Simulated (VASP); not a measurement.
# TiSi2 (Cmcm) in VASP: single point with PBEsol

Aim: the single point of TiSi2 with PBEsol.

Program: VASP 6.6.1. These are calculated values, not measurements. Logs are shortened: lines on timing, memory, paths and dates and some standing lists are left out, and cuts for length are marked.

### Step 1. The cell of the first run

Symmetry: Cmcm, No. 63, orthorhombic system. Conventional cell: a = 3.517 Å, b = 13.348 Å, c = 3.556 Å, α = 90.00°, β = 90.00°, γ = 90.00°. Ti (site symmetry m2m) has 10 Si at 2.56 to 2.79 Å and 2 Ti at 3.26 Å within 3.4 Å. Si (site symmetry m2m) has 6 Si at 2.39 to 3.10 Å and 6 Ti at 2.56 to 2.79 Å within 3.2 Å. Si (site symmetry m2m) has 8 Si at 2.50 to 3.10 Å and 4 Ti at 2.64 to 2.65 Å within 3.3 Å.

### Step 2. Single point, PBEsol

Contents of INCAR:

```
SYSTEM = TiSi2
  PREC = Accurate
  ENCUT = 520
  EDIFF = 1E-7
  ISMEAR = -1
  SIGMA = 0.0948
  LREAL = Auto
  LASPH = .TRUE.
  NELM = 100
  ALGO = Normal
  ISIF = 2
  LWAVE = .FALSE.
  LCHARG = .FALSE.
  GGA = PS
  NBANDS = 144
```

Contents of KPOINTS:

```
Automatic mesh
0
Gamma
  2 2 2
  0.5 0.5 0.5
```

Contents of POSCAR:

```
TiSi2
1.0
   -3.5170495929      0.0000000000     -7.1112303616
    5.2755743893      6.6741239618      0.0000000000
    5.2755743893     -6.6741239618      0.0000000000
Ti Si
12 24
Direct
    0.1250000000      0.8108160756      0.6058505911
    0.6250000000      0.6441494089      0.4391839244
    0.1250000000      0.1441494089      0.9391839244
    0.6250000000      0.9774827422      0.7725172578
    0.1250000000      0.4774827422      0.2725172578
    0.6250000000      0.3108160756      0.1058505911
    0.3750000000      0.6891839244      0.8941494089
    0.8750000000      0.5225172578      0.7274827422
    0.3750000000      0.0225172578      0.2274827422
    0.8750000000      0.8558505911      0.0608160756
    0.3750000000      0.3558505911      0.5608160756
    0.8750000000      0.1891839244      0.3941494089
    0.1250000000      0.1483470148      0.2683196518
    0.6250000000      0.9816803482      0.1016529852
    0.1250000000      0.4816803482      0.6016529852
    0.6250000000      0.3150136815      0.4349863185
    0.1250000000      0.8150136815      0.9349863185
    0.6250000000      0.6483470148      0.7683196518
    0.3750000000      0.3516529852      0.2316803482
    0.8750000000      0.1849863185      0.0650136815
    0.3750000000      0.6849863185      0.5650136815
    0.8750000000      0.5183196518      0.3983470148
    0.3750000000      0.0183196518      0.8983470148
    0.8750000000      0.8516529852      0.7316803482
    0.1250000000      0.4586135306      0.9580531360
    0.6250000000      0.2919468640      0.7913864694
    0.1250000000      0.7919468640      0.2913864694
    0.6250000000      0.6252801973      0.1247198027
    0.1250000000      0.1252801973      0.6247198027
    0.6250000000      0.9586135306      0.4580531360
    0.3750000000      0.0413864694      0.5419468640
    0.8750000000      0.8747198027      0.3752801973
    0.3750000000      0.3747198027      0.8752801973
    0.8750000000      0.2080531360      0.7086135306
    0.3750000000      0.7080531360      0.2086135306
    0.8750000000      0.5413864694      0.0419468640
```

Potentials or basis: VASP PAW PBE potentials, release 64 (Ti_sv, Si).

Started as:

```
$ cat potpaw_PBE.64/Ti_sv/POTCAR potpaw_PBE.64/Si/POTCAR > POTCAR
$ mpirun -np 1 vasp_std > vasp.out
```

OUTCAR:

```text
SYSTEM = TiSi2
   PREC = Accurate
   ENCUT = 520
   EDIFF = 1E-7
   ISMEAR = -1
   LREAL = Auto
   LASPH = .TRUE.
   NELM = 100
   ISIF = 2
   GGA = PS

 ion  position               nearest neighbor table
   1  0.125  0.811  0.606-  23 2.56  24 2.56  21 2.56  22 2.56  27 2.64  29 2.64  31 2.65  32 2.65
                            15 2.79  17 2.79
   2  0.625  0.644  0.439-  19 2.56  22 2.56  21 2.56  24 2.56  28 2.64  30 2.64  32 2.65  35 2.65
                            18 2.79  16 2.79
   3  0.125  0.144  0.939-  24 2.56  23 2.56  20 2.56  19 2.56  25 2.64  29 2.64  33 2.65  34 2.65
                            13 2.79  17 2.79
   4  0.625  0.977  0.773-  24 2.56  23 2.56  20 2.56  21 2.56  26 2.64  30 2.64  31 2.65  34 2.65
                            14 2.79  18 2.79
   5  0.125  0.477  0.273-  19 2.56  22 2.56  21 2.56  20 2.56  25 2.64  27 2.64  35 2.65  36 2.65
                            13 2.79  15 2.79
   6  0.625  0.311  0.106-  22 2.56  19 2.56  20 2.56  23 2.56  26 2.64  28 2.64  33 2.65  36 2.65
                            14 2.79  16 2.79
   7  0.375  0.689  0.894-  15 2.56  18 2.56  17 2.56  14 2.56  33 2.64  35 2.64  25 2.65  28 2.65
                            23 2.79  21 2.79
   8  0.875  0.523  0.727-  18 2.56  15 2.56  17 2.56  16 2.56  34 2.64  36 2.64  25 2.65  26 2.65
                            22 2.79  24 2.79
   9  0.375  0.023  0.227-  13 2.56  14 2.56  16 2.56  17 2.56  31 2.64  35 2.64  27 2.65  30 2.65
[... 41 lines left out ...]
  30  0.625  0.959  0.458-  32 2.50  34 2.50  35 2.50  31 2.50   2 2.64   4 2.64  12 2.65   9 2.65
                            14 3.08  16 3.08  21 3.10  24 3.10
  31  0.375  0.041  0.542-  29 2.50  27 2.50  26 2.50  30 2.50  11 2.64   9 2.64   1 2.65   4 2.65
                            23 3.08  21 3.08  16 3.10  13 3.10
  32  0.875  0.875  0.375-  27 2.50  30 2.50  29 2.50  28 2.50  10 2.64  12 2.64   1 2.65   2 2.65
                            22 3.08  24 3.08  13 3.10  14 3.10
  33  0.375  0.375  0.875-  25 2.50  26 2.50  28 2.50  29 2.50   7 2.64  11 2.64   3 2.65   6 2.65
                            19 3.08  23 3.08  15 3.10  18 3.10
  34  0.875  0.208  0.709-  29 2.50  25 2.50  30 2.50  26 2.50  12 2.64   8 2.64   3 2.65   4 2.65
                            24 3.08  20 3.08  16 3.10  15 3.10
  35  0.375  0.708  0.209-  28 2.50  25 2.50  30 2.50  27 2.50   7 2.64   9 2.64   2 2.65   5 2.65
                            19 3.08  21 3.08  17 3.10  14 3.10
  36  0.875  0.541  0.042-  28 2.50  27 2.50  26 2.50  25 2.50  10 2.64   8 2.64   6 2.65   5 2.65
                            22 3.08  20 3.08  17 3.10  18 3.10

  LATTYP: Found a base centered monoclinic cell.
 ALAT       =    10.5511487786
 B/A-ratio  =     1.2650990147
 C/A-ratio  =     0.7519015556
 COS(beta)  =    -0.4433204465

  Lattice vectors:

 A1 = (   5.2755743893,   6.6741239618,   0.0000000000)
 A2 = (   5.2755743893,  -6.6741239618,   0.0000000000)
 A3 = (  -3.5170495929,   0.0000000000,  -7.1112303616)

Analysis of symmetry for initial positions (statically):
=====================================================================
 Subroutine PRICEL returns following result:

  LATTYP: Found a base centered orthorhombic cell.
 ALAT       =     3.5170495925
 B/A-ratio  =     3.7952970444
 C/A-ratio  =     1.0109653240

  Lattice vectors:

 A1 = (   1.7585247957,   6.6741239618,   0.0000000000)
 A2 = (   1.7585247968,  -6.6741239618,   0.0000000000)
 A3 = (  -0.0000000002,   0.0000000007,  -3.5556151808)

   6 primitive cells build up your supercell.

 Routine SETGRP: Setting up the symmetry group for a
 base centered monoclinic supercell.

 Subroutine GETGRP returns: Found  4 space group operations
 (whereof  2 operations were pure point group operations)
 out of a pool of  4 trial point group operations.

The static configuration has the point symmetry S_2 .
 The point group associated with its full space group is C_2h.

Analysis of symmetry for dynamics (positions and initial velocities):
=====================================================================
 Subroutine PRICEL returns following result:

  LATTYP: Found a base centered orthorhombic cell.
 ALAT       =     3.5170495925
 B/A-ratio  =     3.7952970444
 C/A-ratio  =     1.0109653240

  Lattice vectors:

 A1 = (   1.7585247957,   6.6741239618,   0.0000000000)
 A2 = (   1.7585247968,  -6.6741239618,   0.0000000000)
 A3 = (  -0.0000000002,   0.0000000007,  -3.5556151808)

   6 primitive cells build up your supercell.

 Routine SETGRP: Setting up the symmetry group for a
 base centered monoclinic supercell.

 Subroutine GETGRP returns: Found  4 space group operations
 (whereof  2 operations were pure point group operations)
 out of a pool of  4 trial point group operations.

The dynamic configuration has the point symmetry S_2 .
 The point group associated with its full space group is C_2h.
[... 20 lines left out ...]
     0.102482743  0.897517258  0.250000000
     0.897517258  0.102482742  0.750000000
     0.440013682  0.559986319  0.250000000
     0.559986319  0.440013682  0.750000000
     0.750280198  0.249719803  0.250000000
     0.249719803  0.750280197  0.750000000

  ion indices of the primitive-cell ions
   primitive index   ion index
                 1           1
                 2           8
                 3          17
                 4          24
                 5          27
                 6          31

----------------------------------------------------------------------------------------

 KPOINTS: Automatic mesh

Automatic generation of k-mesh.
 Grid dimensions read from file:
 generate k-points for:    2    2    2

 Generating k-lattice:

  Cartesian coordinates                     Fractional coordinates (reciprocal lattice)
     0.000000000  0.000000000 -0.070311321     0.500000000  0.000000000  0.000000000
     0.047388205  0.037458100 -0.023437107     0.000000000  0.500000000  0.000000000
     0.047388205 -0.037458100 -0.023437107     0.000000000  0.000000000  0.500000000

  Length of vectors
     0.070311321  0.064792354  0.064792354

  Shift w.r.t. Gamma in fractional coordinates (k-lattice)
     0.500000000  0.500000000  0.500000000

 Subroutine IBZKPT returns following result:
 ===========================================

 Found      3 irreducible k-points:

 Following reciprocal coordinates:
            Coordinates               Weight
  0.250000  0.250000  0.250000      2.000000
 -0.250000  0.250000  0.250000      2.000000
  0.250000 -0.250000  0.250000      4.000000
   k-points           NKPTS =      3   k-points in BZ     NKDIM =      3   number of bands    NBANDS=    144
   number of dos      NEDOS =    301   number of ions     NIONS =     36
   total plane-waves  NPLWV = 245760
   dimension x,y,z NGX =    60 NGY =   64 NGZ =   64
   dimension x,y,z NGXF=   120 NGYF=  128 NGZF=  128
   ions per type =              12  24
   NGX,Y,Z   is equivalent  to a cutoff of  12.57, 12.51, 12.51 a.u.
   NGXF,Y,Z  is equivalent  to a cutoff of  25.15, 25.01, 25.01 a.u.
 SYSTEM =  TiSi2
   PREC   = accura    normal or accurate (medium, high low for compatibility)
   ISTART =      0    job   : 0-new  1-cont  2-samecut
   ICHARG =      2    charge: 1-file 2-atom 10-const
   ISPIN  =      1    spin polarized calculation?
   LNONCOLLINEAR =      F non collinear calculations
   LSORBIT =      F    spin-orbit coupling
   LASPH  =      T    aspherical Exc in radial PAW
   ENCUT  =  520.0 eV  38.22 Ry    6.18 a.u.  14.75 15.82 15.82*2*pi/ulx,y,z
   NELM   =    100;   NELMIN=  2; NELMDL= -5     # of ELM steps
   EDIFF  = 0.1E-06   stopping-criterion for ELM
   LREAL  =      T    real-space projection
   EDIFFG = 0.1E-05   stopping-criterion for IOM
   NSW    =      0    number of steps for IOM
   IBRION =     -1    ionic relax: 0-MD 1-quasi-New 2-CG
   NFREE  =      0    steps in history (QN), initial steepest desc. (CG)
   ISIF   =      2    stress and relaxation
   ISYM   =      2    0-nonsym 1-usesym 2-fastsym
   POTIM  = 0.5000    time-step for ionic-motion
   TEBEG  =    0.0;   TEEND  =   0.0 temperature during run
   PSTRESS=    0.0 pullay stress
   NELECT =     240.0000    total number of electrons
   NUPDOWN=      -1.0000    fix difference up-down
   EMIN   =  10.00;   EMAX   =-10.00  energy-range for DOS
   EFERMI =   0.00;   METHOD = LEGACY
   ISMEAR =    -1;   SIGMA  =   0.09  broadening in eV -4-tet -1-fermi 0-gaus
   EFERMI_NEDOS =   21; number of points for ismear=-14 and -15
   IALGO  =     38    algorithm
   IMIX   =      4    mixing-type and parameters
     AMIX     =   0.40;   BMIX     =  1.00
     AMIX_MAG =   1.60;   BMIX_MAG =  1.00
  volume/ion in A,a.u.               =      13.91        93.87
  Fermi-wavevector in a.u.,A,eV,Ry     =   1.281147  2.421017 22.331757  1.641338
  Thomas-Fermi vector in A             =   2.413534
   LORBIT       =      0    0 simple, 1 ext, 2 COOP (PROOUT), +10 PAW based schemes
   GGA     = PS    functional components
   LHFCALC =     F    Hartree Fock is set to
   AEXX    =    0.0000 exact exchange contribution
   IVDW    =     0    specifies the selected vdW correction
   LEPSILON=     F    determine dielectric tensor
   LRPA    =     F    only Hartree local field effects (RPA)
 non-spin polarized calculation
  energy-cutoff  :      520.00
  volume of cell :      500.77
 maximum number of plane-waves:     13485
 NGX is ok and might be reduce to    60
   NGX = 29   NGY = 31   NGZ = 31

 number of electron     240.0000000 magnetization

 Free energy of the ion-electron system (eV)
  ---------------------------------------------------
  ext. energy  EPLUGINS =         0.00000000
  ---------------------------------------------------
  free energy    TOTEN  =      -262.23437909 eV

  energy without entropy =     -261.86835111  energy(sigma->0) =     -262.05136510

 E-fermi :  10.7656     XC(G=0): -11.8194

 val. band max:       10.6941177429   @ k =   0.2500   0.2500   0.2500
 cond. band min:      10.8016608763   @ k =   0.2500  -0.2500   0.2500
 fundamental gap:      0.1075431334
 Fermi energy:        10.7655823490

 k-point     1 :       0.2500    0.2500    0.2500
  band No.  band energies     occupation
      1     -45.7883      2.00000
      2     -45.7859      2.00000
      3     -45.7839      2.00000
      4     -45.7838      2.00000
      5     -45.7797      2.00000
      6     -45.7782      2.00000
[... 394 lines left out ...]
    131      11.8140      0.00003
    132      11.8713      0.00002
 [bands above 132 left out]

------------------------ aborting loop because EDIFF is reached ----------------------------------------

  FORCE on cell =-STRESS in cart. coord.  units (eV):
  Direction    XX          YY          ZZ          XY          YZ          ZX
  --------------------------------------------------------------------------------------
  -------------------------------------------------------------------------------------
  Total        2.3046918     -1.8545465      0.9132879      0.0000000      0.0000000      0.1179920
  in kB        7.3736867     -5.9334808      2.9219952      0.0000000      0.0000000      0.3775063
  external PRESSURE =       1.4540671 kB  Pullay stress =       0.0000000 kB

 VOLUME and BASIS-vectors are now :
 -----------------------------------------------------------------------------
  energy-cutoff  :      520.00
  volume of cell :      500.77
      direct lattice vectors                 reciprocal lattice vectors
    -3.517049593  0.000000000 -7.111230362     0.000000000  0.000000000 -0.140622642
     5.275574389  6.674123962  0.000000000     0.094776410  0.074916199 -0.046874214
     5.275574389 -6.674123962  0.000000000     0.094776410 -0.074916199 -0.046874214

 POSITION                                       TOTAL-FORCE (eV/Angst)
 -----------------------------------------------------------------------------------
      7.03410      1.36797     -0.88890         0.000000     -0.095972     -0.000000
      3.51705      1.36797     -4.44452         0.000000     -0.095972     -0.000000
      5.27557     -5.30616     -0.88890         0.000000     -0.095972     -0.000000
      7.03410      1.36797     -4.44452         0.000000     -0.095972      0.000000
      3.51705      1.36797     -0.88890         0.000000     -0.095972      0.000000
      0.00000      1.36797     -4.44452         0.000000     -0.095972     -0.000000
[... 28 lines left out ...]
      3.51705      3.33332     -2.66671         0.000000     -0.008786      0.000000
      0.00000      3.33332     -6.22233         0.000000     -0.008786     -0.000000
 -----------------------------------------------------------------------------------
    total drift:                               -0.000005      0.000005     -0.000002

  FREE ENERGIE OF THE ION-ELECTRON SYSTEM (eV)
  ---------------------------------------------------
  free  energy   TOTEN  =      -262.2343790881 eV

  energy  without entropy=     -261.8683511074  energy(sigma->0) =     -262.05136510
```

It took 15 min on 1 thread of Oxide Virtual Turin-like, shared host; peak memory 0.55 GiB.

Results:

```yaml
Free_energy: -262.2344 eV
Pressure: 0.1 GPa
Largest_force: 0.096 eV/Å
Band_gap_on_the_k_mesh: zero (band 120 reaches 10.80 eV, above the bottom of band 121 at 10.69 eV)
```

Forces in eV/Å, atoms in the order of the input:
```
Ti   0.000 -0.096  0.000
Ti   0.000 -0.096  0.000
Ti   0.000 -0.096  0.000
Ti   0.000 -0.096  0.000
Ti   0.000 -0.096  0.000
Ti   0.000 -0.096  0.000
Ti   0.000  0.096  0.000
Ti   0.000  0.096  0.000
Ti   0.000  0.096  0.000
Ti   0.000  0.096  0.000
Ti   0.000  0.096  0.000
Ti   0.000  0.096  0.000
Si   0.000 -0.037  0.000
Si   0.000 -0.037  0.000
Si   0.000 -0.037  0.000
Si   0.000 -0.037  0.000
Si   0.000 -0.037  0.000
Si   0.000 -0.037  0.000
Si   0.000  0.037  0.000
Si   0.000  0.037  0.000
Si   0.000  0.037  0.000
Si   0.000  0.037  0.000
Si   0.000  0.037  0.000
Si   0.000  0.037  0.000
Si   0.000  0.009  0.000
Si   0.000  0.009  0.000
Si   0.000  0.009  0.000
Si   0.000  0.009  0.000
Si   0.000  0.009  0.000
Si   0.000  0.009  0.000
Si   0.000 -0.009  0.000
Si   0.000 -0.009  0.000
Si   0.000 -0.009  0.000
Si   0.000 -0.009  0.000
Si   0.000 -0.009  0.000
Si   0.000 -0.009  0.000
```

Caveat: the k points lie up to 0.44 Å⁻¹ apart; the PAW data sets were made with another functional, which shifts forces and pressure a little.
